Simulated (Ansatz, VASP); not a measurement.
Cs2ZnCl4O2 in VASP and in Ansatz

```
Zn Cs Cl O
1.0
     5.67836    3.75830    0.00000
     5.67836   -3.75830    0.00000
     0.47458    0.00000   -5.46955
Zn Cs Cl O
1 2 4 2
Direct
  0.50000 0.50000 0.50000
  0.83562 0.83562 0.76013
  0.16438 0.16438 0.23987
  0.78955 0.34920 0.79929
  0.65080 0.21045 0.20071
  0.21045 0.65080 0.20071
  0.34920 0.78955 0.79929
  0.34108 0.34108 0.55519
  0.65892 0.65892 0.44481
```

Alike in both runs: functional r2SCAN; k mesh 3 × 3 × 4; no spin polarisation.

Ansatz relaxed the structure, and its values are those at the end. VASP's run is a single point on that final structure, the one shown.

```csv
,VASP,Ansatz
version,VASP 6.6.1,Ansatz 0.2.0
potentials or method,"VASP PAW PBE potentials, release 64 (Zn, Cs_sv, Cl, O), cutoff 520 eV",PAW plane waves
occupations,"fermi-dirac, width 0.1 eV",fermi-dirac
valence electrons in the cell,70,70
```

```tsv
	VASP	Ansatz	Ansatz less VASP
pressure (GPa)	2.2	2.0	-0.19
rms of the force components (eV/Å)	0.061	0.003	-0.0585
```

VASP's potentials were made for PBE, not for r2SCAN. Ansatz's warnings: stress scf threshold loose.

Spin-orbit coupling is off throughout.
